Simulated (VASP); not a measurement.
# Ba (Fm-3m) in VASP: density of states with PBEsol

Aim: the density of states of Ba with PBEsol.

Everything below comes from runs of VASP 6.6.1. Logs are shortened: lines on timing, memory, paths and dates and some standing lists are left out, and cuts for length are marked.

## 1. The cell of the first run

The structure is cubic, space group Fm-3m (No. 225). The conventional cell has a = 4.541 Å, b = 4.541 Å, c = 4.541 Å, α = 90.00°, β = 90.00°, γ = 90.00°. Ba (site symmetry m-3m) has 12 Ba at 3.21 Å within 4.2 Å.

## 2. Density of states, PBEsol (volume scaled by 0.4)

The input, POSCAR:

```
Ba
1.0
    0.0000000000      2.2702527750      2.2702527750
    2.2702527750      0.0000000000      2.2702527750
    2.2702527750      2.2702527750      0.0000000000
Ba
1
Direct
    0.0000000000      0.0000000000      0.0000000000
```

The input, INCAR.step1:

```
PREC = Accurate
ENCUT = 520
EDIFF = 1E-7
ISMEAR = -1
SIGMA = 0.08
LREAL = F
LASPH = T
NELM = 60
ALGO = Normal
ISIF = 2
LWAVE = F
LCHARG = T
GGA = PS
NBANDS = 11
```

The input, KPOINTS.step1:

```
regular mesh
0
Gamma
  12 12 12
```

The input, INCAR.step2:

```
PREC = Accurate
ENCUT = 520
EDIFF = 1E-7
ISMEAR = -5
SIGMA = 0.08
LREAL = F
LASPH = T
NELM = 60
ALGO = Normal
ISIF = 2
LWAVE = F
LCHARG = F
GGA = PS
LORBIT = 11
NEDOS = 2001
ICHARG = 11
```

The input, KPOINTS.step2:

```
regular mesh
0
Gamma
  18 18 18
```

Potentials or basis: VASP PAW PBE potentials, release 64 (Ba_sv).

Launch:

```console
cat potpaw_PBE.64/Ba_sv/POTCAR > POTCAR
cp INCAR.step1 INCAR
cp KPOINTS.step1 KPOINTS
mpirun -np 1 vasp_std > vasp.out
cp INCAR.step2 INCAR
cp KPOINTS.step2 KPOINTS
mpirun -np 1 vasp_std > vasp.out
```

OUTCAR:

```text
PREC = Accurate
   ENCUT = 520
   EDIFF = 1E-7
   ISMEAR = -5
   LREAL = F
   LASPH = T
   NELM = 60
   ISIF = 2
   GGA = PS
   LORBIT = 11
   ICHARG = 11

 ion  position               nearest neighbor table
   1  0.000  0.000  0.000-

  LATTYP: Found a face centered cubic cell.
 ALAT       =     4.5405055500

  Lattice vectors:

 A1 = (   0.0000000000,   2.2702527750,   2.2702527750)
 A2 = (   2.2702527750,   0.0000000000,   2.2702527750)
 A3 = (   2.2702527750,   2.2702527750,   0.0000000000)

Analysis of symmetry for initial positions (statically):
=====================================================================
 Subroutine PRICEL returns:
 Original cell was already a primitive cell.

 Routine SETGRP: Setting up the symmetry group for a
 face centered cubic supercell.

 Subroutine GETGRP returns: Found 48 space group operations
 (whereof 48 operations were pure point group operations)
 out of a pool of 48 trial point group operations.

The static configuration has the point symmetry O_h .

Analysis of symmetry for dynamics (positions and initial velocities):
=====================================================================
 Subroutine PRICEL returns:
 Original cell was already a primitive cell.

 Routine SETGRP: Setting up the symmetry group for a
 face centered cubic supercell.

 Subroutine GETGRP returns: Found 48 space group operations
 (whereof 48 operations were pure point group operations)
 out of a pool of 48 trial point group operations.

The dynamic configuration has the point symmetry O_h .

 Subroutine INISYM returns: Found 48 space group operations
 (whereof 48 operations are pure point group operations),
 and found     1 'primitive' translations

----------------------------------------------------------------------------------------

                                     Primitive cell

  volume of cell :      23.4020

  direct lattice vectors                    reciprocal lattice vectors
     0.000000000  2.270252775  2.270252775    -0.220239792  0.220239792  0.220239792
     2.270252775  0.000000000  2.270252775     0.220239792 -0.220239792  0.220239792
     2.270252775  2.270252775  0.000000000     0.220239792  0.220239792 -0.220239792

  length of vectors
     3.210622264  3.210622264  3.210622264     0.381466510  0.381466510  0.381466510

  position of ions in fractional coordinates (direct lattice)
     0.000000000  0.000000000  0.000000000

  ion indices of the primitive-cell ions
   primitive index   ion index
                 1           1

----------------------------------------------------------------------------------------

 KPOINTS: regular mesh

Automatic generation of k-mesh.
 Grid dimensions read from file:
 generate k-points for:   18   18   18

 Generating k-lattice:

  Cartesian coordinates                     Fractional coordinates (reciprocal lattice)
    -0.012235544  0.012235544  0.012235544     0.055555556  0.000000000  0.000000000
     0.012235544 -0.012235544  0.012235544     0.000000000  0.055555556  0.000000000
     0.012235544  0.012235544 -0.012235544     0.000000000  0.000000000  0.055555556

  Length of vectors
     0.021192584  0.021192584  0.021192584

  Shift w.r.t. Gamma in fractional coordinates (k-lattice)
     0.000000000  0.000000000  0.000000000

 TETIRR: Found    806 inequivalent tetrahedra from    34992

 Subroutine IBZKPT returns following result:
 ===========================================

 Found    195 irreducible k-points:

 Following reciprocal coordinates:
            Coordinates               Weight
  0.000000  0.000000  0.000000      1.000000
  0.055556  0.000000  0.000000      8.000000
  0.111111  0.000000  0.000000      8.000000
  0.166667  0.000000  0.000000      8.000000
  0.222222  0.000000  0.000000      8.000000
  0.277778  0.000000  0.000000      8.000000
[... 16 lines left out ...]
 -0.277778  0.055556  0.000000     24.000000
 -0.222222  0.055556  0.000000     24.000000
 [... further k-points ...]
   k-points           NKPTS =    195   k-points in BZ     NKDIM =    195   number of bands    NBANDS=      9
   number of dos      NEDOS =   2001   number of ions     NIONS =      1
   total plane-waves  NPLWV =  13824
   dimension x,y,z NGX =    24 NGY =   24 NGZ =   24
   dimension x,y,z NGXF=    48 NGYF=   48 NGZF=   48
   ions per type =               1
   NGX,Y,Z   is equivalent  to a cutoff of  12.43, 12.43, 12.43 a.u.
   NGXF,Y,Z  is equivalent  to a cutoff of  24.85, 24.85, 24.85 a.u.
 SYSTEM =  unknown system
   PREC   = accura    normal or accurate (medium, high low for compatibility)
   ISTART =      0    job   : 0-new  1-cont  2-samecut
   ICHARG =     11    charge: 1-file 2-atom 10-const
   ISPIN  =      1    spin polarized calculation?
   LNONCOLLINEAR =      F non collinear calculations
   LSORBIT =      F    spin-orbit coupling
   LASPH  =      T    aspherical Exc in radial PAW
   ENCUT  =  520.0 eV  38.22 Ry    6.18 a.u.   5.97  5.97  5.97*2*pi/ulx,y,z
   NELM   =     60;   NELMIN=  2; NELMDL=  0     # of ELM steps
   EDIFF  = 0.1E-06   stopping-criterion for ELM
   LREAL  =      F    real-space projection
   EDIFFG = 0.1E-05   stopping-criterion for IOM
   NSW    =      0    number of steps for IOM
   IBRION =     -1    ionic relax: 0-MD 1-quasi-New 2-CG
   NFREE  =      0    steps in history (QN), initial steepest desc. (CG)
   ISIF   =      2    stress and relaxation
   ISYM   =      2    0-nonsym 1-usesym 2-fastsym
   POTIM  = 0.5000    time-step for ionic-motion
   TEBEG  =    0.0;   TEEND  =   0.0 temperature during run
   PSTRESS=    0.0 pullay stress
   NELECT =      10.0000    total number of electrons
   NUPDOWN=      -1.0000    fix difference up-down
   EMIN   =  10.00;   EMAX   =-10.00  energy-range for DOS
   EFERMI =   0.00;   METHOD = LEGACY
   ISMEAR =    -5;   SIGMA  =   0.08  broadening in eV -4-tet -1-fermi 0-gaus
   EFERMI_NEDOS =   21; number of points for ismear=-14 and -15
   IALGO  =     38    algorithm
   IMIX   =      4    mixing-type and parameters
     AMIX     =   0.40;   BMIX     =  1.00
     AMIX_MAG =   1.60;   BMIX_MAG =  1.00
  volume/ion in A,a.u.               =      23.40       157.92
  Fermi-wavevector in a.u.,A,eV,Ry     =   1.233078  2.330180 20.687411  1.520482
  Thomas-Fermi vector in A             =   2.367823
   LORBIT       =     11    0 simple, 1 ext, 2 COOP (PROOUT), +10 PAW based schemes
   GGA     = PS    functional components
   LHFCALC =     F    Hartree Fock is set to
   AEXX    =    0.0000 exact exchange contribution
   IVDW    =     0    specifies the selected vdW correction
   LEPSILON=     F    determine dielectric tensor
   LRPA    =     F    only Hartree local field effects (RPA)
 non-spin polarized calculation
 Fermi weights with tetrahedron method with Bloechl corrections
  energy-cutoff  :      520.00
  volume of cell :       23.40
 maximum number of plane-waves:       646

 number of electron       9.9999999 magnetization

 Free energy of the ion-electron system (eV)
  ---------------------------------------------------
  ext. energy  EPLUGINS =         0.00000000
  ---------------------------------------------------
  free energy    TOTEN  =        -0.37919329 eV

  energy without entropy =       -0.37919329  energy(sigma->0) =       -0.37919329

 E-fermi :   6.8727     XC(G=0): -11.5089

 val. band max:        6.9889637770   @ k =  -0.3889   0.2222   0.1111
 cond. band min:       6.8355797001   @ k =  -0.0556   0.0556   0.0000
 fundamental gap:     -0.1533840770
 Fermi energy:         6.8726729601

 k-point     1 :       0.0000    0.0000    0.0000
  band No.  band energies     occupation
      1     -22.7709      2.00000
      2      -4.1949      2.00000
      3      -4.1949      2.00000
      4      -4.1949      2.00000
      5       6.3133      2.00000
      6       9.2245      0.00000
      7       9.2245      0.00000
      8       9.2245      0.00000
      9      13.8800      0.00000

 k-point     2 :       0.0556    0.0000    0.0000
  band No.  band energies     occupation
      1     -22.7344      2.00000
      2      -4.4400      2.00000
      3      -4.2210      2.00000
      4      -4.2210      2.00000
      5       6.5250      2.31354
      6       9.0649      0.00000
      7       9.3139      0.00000
      8       9.3139      0.00000
      9      13.6696      0.00000

 k-point     3 :       0.1111    0.0000    0.0000
  band No.  band energies     occupation
      1     -22.6272      2.00000
      2      -5.0955      2.00000
      3      -4.2949      2.00000
      4      -4.2949      2.00000
      5       6.9457      0.16370
      6       8.8749      0.00000
      7       9.5445      0.00000
      8       9.5445      0.00000
      9      13.2240      0.00000

 k-point     4 :       0.1667    0.0000    0.0000
  band No.  band energies     occupation
      1     -22.4565      2.00000
      2      -5.9944      2.00000
      3      -4.4040      2.00000
      4      -4.4040      2.00000
      5       6.9806      0.05379
      6       9.3133      0.00000
      7       9.7801      0.00000
      8       9.7801      0.00000
      9      12.9025      0.00000

 k-point     5 :       0.2222    0.0000    0.0000
  band No.  band energies     occupation
      1     -22.2352      2.00000
      2      -6.9821      2.00000
      3      -4.5317      2.00000
      4      -4.5317      2.00000
      5       6.6163      2.11957
      6       9.8007      0.00000
      7       9.8007      0.00000
      8      10.3611      0.00000
      9      13.0442      0.00000

 k-point     6 :       0.2778    0.0000    0.0000
  band No.  band energies     occupation
      1     -21.9832      2.00000
      2      -7.9440      2.00000
      3      -4.6610      2.00000
      4      -4.6610      2.00000
      5       6.1975      2.00000
      6       9.5626      0.00000
      7       9.5626      0.00000
      8      11.5720      0.00000
      9      13.7315      0.00000
[... 169 lines left out ...]
 k-point    21 :      -0.3889    0.0556    0.0000
  band No.  band energies     occupation
      1     -21.4210      2.00000
      2      -9.5980      2.00000
      3      -5.1355      2.00000
      4      -4.8649      2.00000
      5       5.7259      2.00000
      6       8.6773      0.00000
      7       8.9424      0.00000
      8      13.2240      0.00000
      9      15.7849      0.00000

 k-point    22 :      -0.3333    0.0556    0.0000
  band No.  band energies     occupation
      1     -21.6245      2.00000
      2      -9.0120      2.00000
      3      -5.0805      2.00000
      4      -4.7507      2.00000
      5       5.9523      2.00000
      6       8.9868      0.00000
      7       9.1619      0.00000
      8      12.5924      0.00000
      9      14.4210      0.00000

 k-point    23 :      -0.2778    0.0556    0.0000
  band No.  band energies     occupation
      1     -21.8714      2.00000
      2      -8.2290      2.00000
      3      -4.9842      2.00000
      4      -4.6184      2.00000
      5       6.2747      2.05686
      6       9.3571      0.00000
      7       9.4694      0.00000
      8      11.5568      0.00000
      9      13.2658      0.00000

 k-point    24 :      -0.2222    0.0556    0.0000
  band No.  band energies     occupation
      1     -22.1258      2.00000
      2      -7.3158      2.00000
      3      -4.8539      2.00000
      4      -4.4819      2.00000
      5       6.6758      1.71648
      6       9.6234      0.00000
      7       9.7673      0.00000
      8      10.4993      0.00000
      9      12.4295      0.00000

 [... further k-points ...]

------------------------ aborting loop because EDIFF is reached ----------------------------------------

  FORCE on cell =-STRESS in cart. coord.  units (eV):
  Direction    XX          YY          ZZ          XY          YZ          ZX
  --------------------------------------------------------------------------------------
  -------------------------------------------------------------------------------------
  Total        5.1487935      5.1487935      5.1487935     -0.0000000      0.0000000      0.0000000
  in kB      352.5034839    352.5034839    352.5034839     -0.0000000      0.0000000      0.0000000
  external PRESSURE =     352.5034839 kB  Pullay stress =       0.0000000 kB

 VOLUME and BASIS-vectors are now :
 -----------------------------------------------------------------------------
  energy-cutoff  :      520.00
  volume of cell :       23.40
      direct lattice vectors                 reciprocal lattice vectors
     0.000000000  2.270252775  2.270252775    -0.220239792  0.220239792  0.220239792
     2.270252775  0.000000000  2.270252775     0.220239792 -0.220239792  0.220239792
     2.270252775  2.270252775  0.000000000     0.220239792  0.220239792 -0.220239792

 POSITION                                       TOTAL-FORCE (eV/Angst)
 -----------------------------------------------------------------------------------
      0.00000      0.00000      0.00000         0.000000      0.000000      0.000000
 -----------------------------------------------------------------------------------
    total drift:                                0.000000     -0.000000     -0.000000

  FREE ENERGIE OF THE ION-ELECTRON SYSTEM (eV)
  ---------------------------------------------------
  free  energy   TOTEN  =        -0.3791932885 eV

  energy  without entropy=       -0.3791932885  energy(sigma->0) =       -0.37919329

 total charge

# of ion       s       p       d       tot
------------------------------------------
    1        2.046   5.424   1.230   8.700
```

Run time: 94 s. Hardware: 1 thread of AMD EPYC 7R13, shared host; peak memory 0.14 GiB.

What came out:

- Valence electrons inside the program's atomic spheres: Ba 8.70

Caveat: the PAW data sets were made with another functional, which shifts forces and pressure a little; spin-orbit coupling is left out, which moves the levels of the heavy elements; tetrahedron occupations give inexact forces and stress in metals.
